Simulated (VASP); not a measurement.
Write the native input for VASP 6.6.1 that does the following.

```
Task                   : single point
Functional             : PBE
Potentials or basis    : VASP PAW PBE potentials, release 64 (Mg, O)
Cutoff                 : 520 eV
k mesh                 : 10 × 10 × 10
Occupations            : gaussian, width 0.05 eV
Spin                   : no spin polarisation
Dipole correction      : no
Further INCAR settings : ALGO = Normal; EDIFF = 1e-06; NBANDS = 11
```

The structure of MgO (Periclase) lies in POSCAR:

```
MgO
1.0
    0.0000000000      1.8708681224      1.8708681224
    1.8708681224      0.0000000000      1.8708681224
    1.8708681224      1.8708681224      0.0000000000
Mg O
1 1
Direct
    0.0000000000      0.0000000000      0.0000000000
    0.5000000000      0.5000000000      0.5000000000
```

This cell differs from its parent crystal: volume scaled by 0.680.

One way to write it, as run:

INCAR

```
ALGO = Normal ; EDIFF = 1E-6
ENCUT = 520 ; GGA = PE
ISIF = 2 ; ISMEAR = 0
LASPH = True ; LCHARG = True
LELF = True ; LREAL = False
LVHAR = True ; LWAVE = False
NBANDS = 11 ; NELM = 100
PREC = Accurate ; SIGMA = 0.05
```

KPOINTS

```
k-points
0
Gamma
  10 10 10
```

Potentials or basis: VASP PAW PBE potentials, release 64 (Mg, O).

The run is started by

```console
$ cat potpaw_PBE.64/Mg/POTCAR potpaw_PBE.64/O/POTCAR > POTCAR
$ mpirun -np 1 vasp_std > vasp.out
```

It gave:

| Item | Value |
| --- | --- |
| Pressure | 127.7 GPa |
| Band gap on the k mesh | 9.04 eV, direct |

It took 7.1 s on 1 thread of Intel Xeon 6975P-C (shared host), peak memory 0.13 GiB.
